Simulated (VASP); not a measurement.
Write the native input for VASP 6.6.1 that does the following.

* Task: single point
* Functional: PBE
* Potentials or basis: VASP PAW PBE potentials, release 64 (In_d, As)
* Cutoff: 520 eV
* k mesh: 16 × 16 × 16
* Occupations: gaussian, width 0.1 eV
* Spin: no spin polarisation
* Dipole correction: no
* Further INCAR settings: ALGO = Normal; EDIFF = 1e-06; NBANDS = 16

The structure of InAs lies in POSCAR:

```
InAs
1.0
    0.0000000000      3.0941632240      3.0941632240
    3.0941632240      0.0000000000      3.0941632240
    3.0941632240      3.0941632240      0.0000000000
In As
1 1
Direct
    0.7500000000      0.7500000000      0.7500000000
    0.0000000000      0.0000000000      0.0000000000
```

The input as run:

INCAR

```
PREC = Accurate
ENCUT = 520
EDIFF = 1E-6
ISMEAR = 0
SIGMA = 0.1
LREAL = F
LASPH = T
NELM = 100
ALGO = Normal
ISIF = 2
LWAVE = F
LCHARG = F
GGA = PE
NBANDS = 16
```

KPOINTS

```
regular mesh
0
Gamma
  16 16 16
```

Potentials or basis: VASP PAW PBE potentials, release 64 (In_d, As).

Launch:

```console
$ cat potpaw_PBE.64/In_d/POTCAR potpaw_PBE.64/As/POTCAR > POTCAR
$ mpirun -np 1 vasp_std > vasp.out
```

It gave:

```
Pressure               : 0.0 GPa
Band gap on the k mesh : zero (filled and empty bands touch)
```

Caveat: spin-orbit coupling is left out, which moves the levels of the heavy elements.

It took 48 s on 1 thread of Intel(R) Xeon(R) 6975P-C (Granite Rapids), on a shared host, peak memory 0.3 GiB.
